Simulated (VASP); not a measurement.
# FeGe (P2_13) in VASP: notebook

Runs on FeGe. Level: PBE. Tasks: single point.

Program: VASP 6.6.1. These are calculated values, not measurements. Logs are shortened: lines on timing, memory, paths and dates and some standing lists are left out, and cuts for length are marked.

**1. The cell of the first run**

It takes space group P2_13 (No. 198, cubic). Conventional cell: a = 4.673 Å, b = 4.673 Å, c = 4.673 Å, α = 90.00°, β = 90.00°, γ = 90.00°. Within 3.1 Å of Fe (site symmetry 3) lie 7 Ge at 2.38 to 2.66 Å and 6 Fe at 2.86 Å. Ge (site symmetry 3) has 7 Fe at 2.38 to 2.66 Å and 6 Ge at 2.90 Å within 3.1 Å.

**2. Single point, PBE (volume scaled by 1.020)**

The input, INCAR:

```
SYSTEM = FeGe
PREC = Accurate
ENCUT = 520
EDIFF = 1E-6
ISMEAR = 0
SIGMA = 0.05
LREAL = .FALSE.
LASPH = .TRUE.
NELM = 60
ALGO = Normal
ISIF = 2
LWAVE = .FALSE.
LCHARG = .FALSE.
GGA = PE
NBANDS = 54
```

The input, KPOINTS:

```
Automatic mesh
0
G
  8 8 8
  0 0 0
```

The input, POSCAR:

```
FeGe
1.0
    4.6727643242      0.0000000000      0.0000000000
    0.0000000000      4.6727643242      0.0000000000
    0.0000000000      0.0000000000      4.6727643242
Fe Ge
4 4
Direct
    0.1316236395      0.1316236395      0.1316236395
    0.3683763605      0.8683763605      0.6316236395
    0.6316236395      0.3683763605      0.8683763605
    0.8683763605      0.6316236395      0.3683763605
    0.8375477835      0.8375477835      0.8375477835
    0.6624522165      0.1624522165      0.3375477835
    0.3375477835      0.6624522165      0.1624522165
    0.1624522165      0.3375477835      0.6624522165
```

Potentials or basis: VASP PAW PBE potentials, release 64 (Fe, Ge_d).

Launch:

```bash
$ cat potpaw_PBE.64/Fe/POTCAR potpaw_PBE.64/Ge_d/POTCAR > POTCAR
$ mpirun -np 1 vasp_std > vasp.out
```

OUTCAR:

```text
SYSTEM = FeGe
   PREC = Accurate
   ENCUT = 520
   EDIFF = 1E-6
   ISMEAR = 0
   LREAL = .FALSE.
   LASPH = .TRUE.
   NELM = 60
   ISIF = 2
   GGA = PE

 ion  position               nearest neighbor table
   1  0.132  0.132  0.132-   5 2.38   6 2.40   7 2.40   8 2.40   7 2.66   8 2.66   6 2.66   3 2.86
                             4 2.86   2 2.86   2 2.86   4 2.86   3 2.86
   2  0.368  0.868  0.632-   6 2.38   5 2.40   7 2.40   8 2.40   7 2.66   8 2.66   5 2.66   1 2.86
                             1 2.86   3 2.86   3 2.86   4 2.86   4 2.86
   3  0.632  0.368  0.868-   7 2.38   6 2.40   5 2.40   8 2.40   8 2.66   6 2.66   5 2.66   1 2.86
                             4 2.86   2 2.86   2 2.86   4 2.86   1 2.86
   4  0.868  0.632  0.368-   8 2.38   6 2.40   7 2.40   5 2.40   6 2.66   5 2.66   7 2.66   1 2.86
                             3 2.86   2 2.86   1 2.86   2 2.86   3 2.86
   5  0.838  0.838  0.838-   1 2.38   2 2.40   3 2.40   4 2.40   3 2.66   4 2.66   2 2.66   6 2.90
                             7 2.90   8 2.90   6 2.90   8 2.90   7 2.90
   6  0.662  0.162  0.338-   2 2.38   1 2.40   3 2.40   4 2.40   3 2.66   4 2.66   1 2.66   8 2.90
                             5 2.90   5 2.90   7 2.90   7 2.90   8 2.90
   7  0.338  0.662  0.162-   3 2.38   2 2.40   1 2.40   4 2.40   4 2.66   2 2.66   1 2.66   8 2.90
                             5 2.90   8 2.90   6 2.90   6 2.90   5 2.90
   8  0.162  0.338  0.662-   4 2.38   2 2.40   3 2.40   1 2.40   2 2.66   1 2.66   3 2.66   7 2.90
                             5 2.90   7 2.90   5 2.90   6 2.90   6 2.90

  LATTYP: Found a simple cubic cell.
 ALAT       =     4.6727643242

  Lattice vectors:

 A1 = (   4.6727643242,   0.0000000000,   0.0000000000)
 A2 = (   0.0000000000,   4.6727643242,   0.0000000000)
 A3 = (   0.0000000000,   0.0000000000,   4.6727643242)

Analysis of symmetry for initial positions (statically):
=====================================================================
 Subroutine PRICEL returns:
 Original cell was already a primitive cell.

 Routine SETGRP: Setting up the symmetry group for a
 simple cubic supercell.

 Subroutine GETGRP returns: Found 12 space group operations
 (whereof  3 operations were pure point group operations)
 out of a pool of 48 trial point group operations.

The static configuration has the point symmetry C_3 .
 The point group associated with its full space group is T   .

Analysis of symmetry for dynamics (positions and initial velocities):
=====================================================================
 Subroutine PRICEL returns:
 Original cell was already a primitive cell.

 Routine SETGRP: Setting up the symmetry group for a
 simple cubic supercell.

 Subroutine GETGRP returns: Found 12 space group operations
 (whereof  3 operations were pure point group operations)
 out of a pool of 48 trial point group operations.

The dynamic configuration has the point symmetry C_3 .
 The point group associated with its full space group is T   .

 Subroutine INISYM returns: Found 12 space group operations
 (whereof  3 operations are pure point group operations),
 and found     1 'primitive' translations

----------------------------------------------------------------------------------------

                                     Primitive cell

  volume of cell :     102.0285

  direct lattice vectors                    reciprocal lattice vectors
     4.672764324  0.000000000  0.000000000     0.214006085  0.000000000  0.000000000
     0.000000000  4.672764324  0.000000000     0.000000000  0.214006085  0.000000000
     0.000000000  0.000000000  4.672764324     0.000000000  0.000000000  0.214006085

  length of vectors
     4.672764324  4.672764324  4.672764324     0.214006085  0.214006085  0.214006085

  position of ions in fractional coordinates (direct lattice)
     0.131623639  0.131623639  0.131623639
     0.368376361  0.868376361  0.631623639
     0.631623639  0.368376361  0.868376361
     0.868376361  0.631623639  0.368376361
     0.837547783  0.837547783  0.837547783
     0.662452217  0.162452217  0.337547783
     0.337547783  0.662452217  0.162452217
     0.162452217  0.337547783  0.662452217

  ion indices of the primitive-cell ions
   primitive index   ion index
                 1           1
                 2           2
                 3           3
                 4           4
                 5           5
                 6           6
                 7           7
                 8           8

----------------------------------------------------------------------------------------

 KPOINTS: Automatic mesh

Automatic generation of k-mesh.
 Grid dimensions read from file:
 generate k-points for:    8    8    8

 Generating k-lattice:

  Cartesian coordinates                     Fractional coordinates (reciprocal lattice)
     0.026750761  0.000000000  0.000000000     0.125000000  0.000000000  0.000000000
     0.000000000  0.026750761  0.000000000     0.000000000  0.125000000  0.000000000
     0.000000000  0.000000000  0.026750761     0.000000000  0.000000000  0.125000000

  Length of vectors
     0.026750761  0.026750761  0.026750761

  Shift w.r.t. Gamma in fractional coordinates (k-lattice)
     0.000000000  0.000000000  0.000000000

 Subroutine IBZKPT returns following result:
 ===========================================

 Found     45 irreducible k-points:

 Following reciprocal coordinates:
            Coordinates               Weight
  0.000000  0.000000  0.000000      1.000000
  0.125000  0.000000  0.000000      6.000000
  0.250000  0.000000  0.000000      6.000000
  0.375000  0.000000  0.000000      6.000000
  0.500000  0.000000  0.000000      3.000000
  0.125000  0.125000  0.000000     12.000000
[... 16 lines left out ...]
  0.250000  0.125000  0.125000     24.000000
  0.375000  0.125000  0.125000     24.000000
 [... further k-points ...]
   k-points           NKPTS =     45   k-points in BZ     NKDIM =     45   number of bands    NBANDS=     54
   number of dos      NEDOS =    301   number of ions     NIONS =      8
   total plane-waves  NPLWV =  46656
   dimension x,y,z NGX =    36 NGY =   36 NGZ =   36
   dimension x,y,z NGXF=    72 NGYF=   72 NGZF=   72
   ions per type =               4   4
   NGX,Y,Z   is equivalent  to a cutoff of  12.81, 12.81, 12.81 a.u.
   NGXF,Y,Z  is equivalent  to a cutoff of  25.62, 25.62, 25.62 a.u.
 SYSTEM =  FeGe
   PREC   = accura    normal or accurate (medium, high low for compatibility)
   ISTART =      0    job   : 0-new  1-cont  2-samecut
   ICHARG =      2    charge: 1-file 2-atom 10-const
   ISPIN  =      1    spin polarized calculation?
   LNONCOLLINEAR =      F non collinear calculations
   LSORBIT =      F    spin-orbit coupling
   LASPH  =      T    aspherical Exc in radial PAW
   ENCUT  =  520.0 eV  38.22 Ry    6.18 a.u.   8.69  8.69  8.69*2*pi/ulx,y,z
   NELM   =     60;   NELMIN=  2; NELMDL= -5     # of ELM steps
   EDIFF  = 0.1E-05   stopping-criterion for ELM
   LREAL  =      F    real-space projection
   EDIFFG = 0.1E-04   stopping-criterion for IOM
   NSW    =      0    number of steps for IOM
   IBRION =     -1    ionic relax: 0-MD 1-quasi-New 2-CG
   NFREE  =      0    steps in history (QN), initial steepest desc. (CG)
   ISIF   =      2    stress and relaxation
   ISYM   =      2    0-nonsym 1-usesym 2-fastsym
   POTIM  = 0.5000    time-step for ionic-motion
   TEBEG  =    0.0;   TEEND  =   0.0 temperature during run
   PSTRESS=    0.0 pullay stress
   NELECT =      88.0000    total number of electrons
   NUPDOWN=      -1.0000    fix difference up-down
   EMIN   =  10.00;   EMAX   =-10.00  energy-range for DOS
   EFERMI =   0.00;   METHOD = LEGACY
   ISMEAR =     0;   SIGMA  =   0.05  broadening in eV -4-tet -1-fermi 0-gaus
   EFERMI_NEDOS =   21; number of points for ismear=-14 and -15
   IALGO  =     38    algorithm
   IMIX   =      4    mixing-type and parameters
     AMIX     =   0.40;   BMIX     =  1.00
     AMIX_MAG =   1.60;   BMIX_MAG =  1.00
  volume/ion in A,a.u.               =      12.75        86.07
  Fermi-wavevector in a.u.,A,eV,Ry     =   1.558339  2.944833 33.040651  2.428419
  Thomas-Fermi vector in A             =   2.661858
   LORBIT       =      0    0 simple, 1 ext, 2 COOP (PROOUT), +10 PAW based schemes
   GGA     = PE    functional components
   LHFCALC =     F    Hartree Fock is set to
   AEXX    =    0.0000 exact exchange contribution
   IVDW    =     0    specifies the selected vdW correction
   LEPSILON=     F    determine dielectric tensor
   LRPA    =     F    only Hartree local field effects (RPA)
 non-spin polarized calculation
 Gauss-broadening in eV      SIGMA  =   0.05
  energy-cutoff  :      520.00
  volume of cell :      102.03
 maximum number of plane-waves:      2800
   NGX = 17   NGY = 17   NGZ = 17

 number of electron      88.0000000 magnetization

 Free energy of the ion-electron system (eV)
  ---------------------------------------------------
  ext. energy  EPLUGINS =         0.00000000
  ---------------------------------------------------
  free energy    TOTEN  =       -51.61586608 eV

  energy without entropy =      -51.61324775  energy(sigma->0) =      -51.61455692

 E-fermi :   7.9870     XC(G=0): -12.9344

 val. band max:        7.9335030401   @ k =   0.2500   0.0000   0.0000
 cond. band min:       8.0405360060   @ k =   0.2500   0.2500   0.0000
 fundamental gap:      0.1070329659
 Fermi energy:         7.9870091060

 k-point     1 :       0.0000    0.0000    0.0000
  band No.  band energies     occupation
      1     -16.5685      2.00000
      2     -16.5685      2.00000
      3     -16.5685      2.00000
      4     -16.5321      2.00000
      5     -16.5321      2.00000
      6     -16.5321      2.00000
[... 46 lines left out ...]
     53      11.9001      0.00000
     54      11.9001      0.00000

 k-point     2 :       0.1250    0.0000    0.0000
  band No.  band energies     occupation
      1     -16.5695      2.00000
      2     -16.5678      2.00000
      3     -16.5678      2.00000
      4     -16.5338      2.00000
      5     -16.5312      2.00000
      6     -16.5269      2.00000
[... 46 lines left out ...]
     53      12.0269      0.00000
     54      12.0666      0.00000

 k-point     3 :       0.2500    0.0000    0.0000
  band No.  band energies     occupation
      1     -16.5700      2.00000
      2     -16.5664      2.00000
      3     -16.5659      2.00000
      4     -16.5395      2.00000
      5     -16.5257      2.00000
      6     -16.5214      2.00000
[... 46 lines left out ...]
     53      12.1901      0.00000
     54      12.2832      0.00000
[... 1084 lines left out ...]
 k-point    23 :       0.2500    0.1250    0.1250
  band No.  band energies     occupation
      1     -16.5712      2.00000
      2     -16.5669      2.00000
      3     -16.5634      2.00000
      4     -16.5357      2.00000
      5     -16.5270      2.00000
      6     -16.5229      2.00000
[... 46 lines left out ...]
     53      11.6440      0.00000
     54      12.3757      0.00000

 k-point    24 :       0.3750    0.1250    0.1250
  band No.  band energies     occupation
      1     -16.5696      2.00000
      2     -16.5665      2.00000
      3     -16.5591      2.00000
      4     -16.5447      2.00000
      5     -16.5250      2.00000
      6     -16.5210      2.00000
[... 46 lines left out ...]
     53      11.6398      0.00000
     54      12.4632      0.00000

 [... further k-points ...]
[... 5 lines left out ...]
  --------------------------------------------------------------------------------------
  -------------------------------------------------------------------------------------
  Total       -1.9341237     -1.9341237     -1.9341237      0.0000000      0.0000000      0.0000000
  in kB      -30.3719863    -30.3719863    -30.3719863      0.0000000      0.0000000      0.0000000
  external PRESSURE =     -30.3719863 kB  Pullay stress =       0.0000000 kB

 VOLUME and BASIS-vectors are now :
 -----------------------------------------------------------------------------
  energy-cutoff  :      520.00
  volume of cell :      102.03
      direct lattice vectors                 reciprocal lattice vectors
     4.672764324  0.000000000  0.000000000     0.214006085  0.000000000  0.000000000
     0.000000000  4.672764324  0.000000000     0.000000000  0.214006085  0.000000000
     0.000000000  0.000000000  4.672764324     0.000000000  0.000000000  0.214006085

 POSITION                                       TOTAL-FORCE (eV/Angst)
 -----------------------------------------------------------------------------------
      0.61505      0.61505      0.61505         0.016549      0.016549      0.016549
      1.72134      4.05772      2.95143        -0.016549     -0.016549      0.016549
      2.95143      1.72134      4.05772         0.016549     -0.016549     -0.016549
      4.05772      2.95143      1.72134        -0.016549      0.016549     -0.016549
      3.91366      3.91366      3.91366         0.000961      0.000961      0.000961
      3.09548      0.75910      1.57728        -0.000961     -0.000961      0.000961
      1.57728      3.09548      0.75910         0.000961     -0.000961     -0.000961
      0.75910      1.57728      3.09548        -0.000961      0.000961     -0.000961
 -----------------------------------------------------------------------------------
    total drift:                               -0.000000      0.000000      0.000000

  FREE ENERGIE OF THE ION-ELECTRON SYSTEM (eV)
  ---------------------------------------------------
  free  energy   TOTEN  =       -51.6158660790 eV

  energy  without entropy=      -51.6132477521  energy(sigma->0) =      -51.61455692
```

Wall time 3.2 min (1 thread of Intel Xeon Platinum 8488C (Sapphire Rapids), shared host); peak memory 0.33 GiB.

Results:

```
Free energy            : -51.6159 eV
Pressure               : -3.0 GPa
Largest force          : 0.029 eV/Å
Band gap on the k mesh : 0.11 eV, indirect (least direct gap 0.13 eV)
```

Forces on the atoms (eV/Å):
```
Fe   0.017  0.017  0.017
Fe  -0.017 -0.017  0.017
Fe   0.017 -0.017 -0.017
Fe  -0.017  0.017 -0.017
Ge   0.001  0.001  0.001
Ge  -0.001 -0.001  0.001
Ge   0.001 -0.001 -0.001
Ge  -0.001  0.001 -0.001
```

 A k mesh can miss the band edges.

**3. Single point, PBE (volume scaled by 1.040)**

The input, INCAR:

```
SYSTEM = FeGe
PREC     = Accurate       ! precision mode
ENCUT    = 520            ! plane-wave cutoff, eV
EDIFF    = 1E-6           ! SCF threshold, eV
ISMEAR   = 0              ! smearing method
SIGMA    = 0.05           ! smearing width, eV
LREAL    = .FALSE.        ! projectors in reciprocal space
LASPH    = .TRUE.         ! aspherical terms in the spheres
NELM     = 100            ! most SCF steps
ALGO     = Normal         ! electronic algorithm
ISIF     = 2              ! what is computed and relaxed
LWAVE    = .FALSE.        ! write WAVECAR
LCHARG   = .FALSE.        ! write CHGCAR
GGA      = PE             ! functional
NBANDS   = 54             ! bands
```

KPOINTS is that of step 2.

The input, POSCAR:

```
FeGe
1.0
    4.7031077999      0.0000000000      0.0000000000
    0.0000000000      4.7031077999      0.0000000000
    0.0000000000      0.0000000000      4.7031077999
Fe Ge
4 4
Direct
    0.1302704486      0.1302704486      0.1302704486
    0.3697295514      0.8697295514      0.6302704486
    0.6302704486      0.3697295514      0.8697295514
    0.8697295514      0.6302704486      0.3697295514
    0.8369973884      0.8369973884      0.8369973884
    0.6630026116      0.1630026116      0.3369973884
    0.3369973884      0.6630026116      0.1630026116
    0.1630026116      0.3369973884      0.6630026116
```

Potentials or basis: VASP PAW PBE potentials, release 64 (Fe, Ge_d).

Launch:

```bash
$ cat potpaw_PBE.64/Fe/POTCAR potpaw_PBE.64/Ge_d/POTCAR > POTCAR
$ mpirun -np 1 vasp_std > vasp.out
```

Wall time 3 min (1 thread of Intel Xeon Platinum 8488C (Sapphire Rapids), shared host); peak memory 0.33 GiB.

It converged, with:

```yaml
Free_energy: -51.5603 eV
Pressure: -5.9 GPa
Largest_force: 0.028 eV/Å
Band_gap_on_the_k_mesh: 0.10 eV, indirect (least direct gap 0.13 eV)
```

Forces on the atoms (eV/Å):
```
Fe   0.016  0.016  0.016
Fe  -0.016 -0.016  0.016
Fe   0.016 -0.016 -0.016
Fe  -0.016  0.016 -0.016
Ge   0.001  0.001  0.001
Ge  -0.001 -0.001  0.001
Ge   0.001 -0.001 -0.001
Ge  -0.001  0.001 -0.001
```

Levels at points of the mesh, in eV from the valence-band top:
| k point | band 40 | band 41 | band 42 | band 43 | band 44 | band 45 | band 46 | band 47 | band 48 | band 49 |
| --- | --- | --- | --- | --- | --- | --- | --- | --- | --- | --- |
| (0.00, 0.00, 0.00) | -0.22 | -0.22 | -0.22 | -0.05 | -0.05 | 0.42 | 0.42 | 0.42 | 2.17 | 2.17 |
| (0.50, 0.00, 0.00) | -0.96 | -0.30 | -0.30 | -0.02 | -0.02 | 0.13 | 0.13 | 1.40 | 1.40 | 1.54 |
| (0.50, 0.50, 0.00) | -0.95 | -0.83 | -0.83 | -0.28 | -0.28 | 0.52 | 0.52 | 0.89 | 0.89 | 1.91 |
| (0.50, 0.50, 0.50) | -0.56 | -0.48 | -0.48 | -0.48 | -0.48 | 0.35 | 0.35 | 0.35 | 0.35 | 4.47 |

 A k mesh can miss the band edges.
